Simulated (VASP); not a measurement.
Runs of VASP 6.6.1 on GaF. The structure is that of space group Pm-3m (No. 221), or close to it. The cells are those of the table. 

| task | level | cell | k mesh | cutoff (eV) | share of exact exchange | gap on the mesh (eV) | pressure (GPa) |
| --- | --- | --- | --- | --- | --- | --- | --- |
| relaxation of cell and atoms | PBEsol-based global hybrid with 25 % exact exchange | relaxed from a = 3.166 Å, 2 atoms | 4 × 4 × 4 | 600 | 0.25 | (a) | -0.1 |
| single point | HF | a = 3.361 Å, 2 atoms | 4 × 4 × 4 | 520 | 1 | 7.10 | -0.5 |
| single point | PBE0 | a = 3.168 Å, 2 atoms | 4 × 4 × 4 | 520 | 0.25 | 1.49 | -0.2 |
| single point | r2SCANh | a = 3.166 Å, 2 atoms | 5 × 5 × 5 | 520 | 0.1 | 3.02 | -2.1 |
| single point | PBEsol-based global hybrid with 25 % exact exchange | a = 3.111 Å, 2 atoms | 4 × 4 × 4 | 520 | 0.25 | 0.99 | (b) |

Alike in all rows: potentials or basis VASP PAW PBE potentials, release 64 (Ga_d, F); no spin polarisation; smearing fermi-dirac 0.05 eV.

**Question.** Fill in the values left out.

**Answer.** (a) 0.95; (b) -0.3.

Caveats: some runs use coarse meshes; the PAW data sets were made with another functional, which shifts forces and pressure a little; an odd mesh through Γ misses points on the zone boundary, where band edges can lie (at least some runs).

A k mesh can miss the band edges, and the runs leave out spin-orbit coupling on Ga.
